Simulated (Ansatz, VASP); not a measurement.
# SnO2 in VASP and in Ansatz

Contents of INCAR:

```
  ALGO = Normal
  EDIFF = 1E-6
  ENCUT = 520
  GGA = CA
  ISIF = 2
  ISMEAR = 0
  LASPH = True
  LCHARG = False
  LREAL = False
  LWAVE = False
  NBANDS = 64
  NELM = 100
  PREC = Accurate
  SIGMA = 0.05
```

The input KPOINTS:

```
k-points
0
Gamma
  6 6 6
```

POSCAR

```
SnO2
1.0
    4.9400228659      0.0000000000      0.0000000000
    0.0000000000      5.9814194143      0.0000000000
    0.0000000000      0.0000000000      5.4654830889
Sn O
4 8
Direct
    0.5000000000      0.6673419135      0.7500000000
    0.0000000000      0.8326580865      0.2500000000
    0.5000000000      0.3326580865      0.2500000000
    0.0000000000      0.1673419135      0.7500000000
    0.7309254637      0.6050162923      0.0776916535
    0.2309254637      0.8949837077      0.9223083465
    0.7690745363      0.8949837077      0.5776916535
    0.2690745363      0.6050162923      0.4223083465
    0.7309254637      0.3949837077      0.5776916535
    0.2309254637      0.1050162923      0.4223083465
    0.7690745363      0.1050162923      0.0776916535
    0.2690745363      0.3949837077      0.9223083465
```

Input for Ansatz:

```yaml
crystal:
  lattice:
    - [4.9400228659, 0.0, 0.0]
    - [0.0, 5.9814194143, 0.0]
    - [0.0, 0.0, 5.4654830889]
  atoms:
    - { symbol: Sn, position: [0.5, 0.6673419135, 0.75] }
    - { symbol: Sn, position: [0.0, 0.8326580865, 0.25] }
    - { symbol: Sn, position: [0.5, 0.3326580865, 0.25] }
    - { symbol: Sn, position: [0.0, 0.1673419135, 0.75] }
    - { symbol: O, position: [0.7309254637, 0.6050162923, 0.0776916535] }
    - { symbol: O, position: [0.2309254637, 0.8949837077, 0.9223083465] }
    - { symbol: O, position: [0.7690745363, 0.8949837077, 0.5776916535] }
    - { symbol: O, position: [0.2690745363, 0.6050162923, 0.4223083465] }
    - { symbol: O, position: [0.7309254637, 0.3949837077, 0.5776916535] }
    - { symbol: O, position: [0.2309254637, 0.1050162923, 0.4223083465] }
    - { symbol: O, position: [0.7690745363, 0.1050162923, 0.0776916535] }
    - { symbol: O, position: [0.2690745363, 0.3949837077, 0.9223083465] }
basis:
  ecutwfc: 520.0
kpoints:
  mp_grid: { grid: [6, 6, 6] }
hamiltonian:
  xc: lda
  pseudopotentials: { kind: paw, azcp: { folder: soft_1 } }
scf:
  occupations: { method: gaussian, width: 0.05 }
output:
  forces: true
  stress: true
  eigenvalues: true
```

Change from the starting cell: volume 13.458 Å^3 an atom, stretch along b over the lengths across it, relative to the relaxed cell 1.0000.

Alike in both runs: task single point; functional LDA; k mesh 6 × 6 × 6; occupations gaussian, width 0.05 eV; no spin polarisation.

```csv
,VASP,Ansatz
version,VASP 6.6.1,Ansatz 0.2.0
potentials or method,"VASP PAW LDA potentials, release 64 (Sn_d, O), cutoff 520 eV","scalar-relativistic, plane waves, PAW"
valence electrons in the cell,104,104
```

```csv
,VASP,Ansatz,Ansatz less VASP
gap on the k mesh at the Fermi level (eV),0.10,0.09,-0.015
least direct gap on the mesh (eV),0.10,0.09,-0.015
pressure (GPa),-21.8,-22.5,-0.68
"traceless stress, the component that is largest in VASP (GPa)",-1.44,-1.54,-0.099
rms of the force components (eV/Å),0.197,0.204,+0.0072
```

Ansatz warns that its potentials were made for another functional, while VASP's fit it. LDA's correlation is that of Perdew and Zunger in VASP and of Perdew and Wang (1992) in Ansatz. Atom by atom the forces differ by 0.008 eV/Å (rms over components).
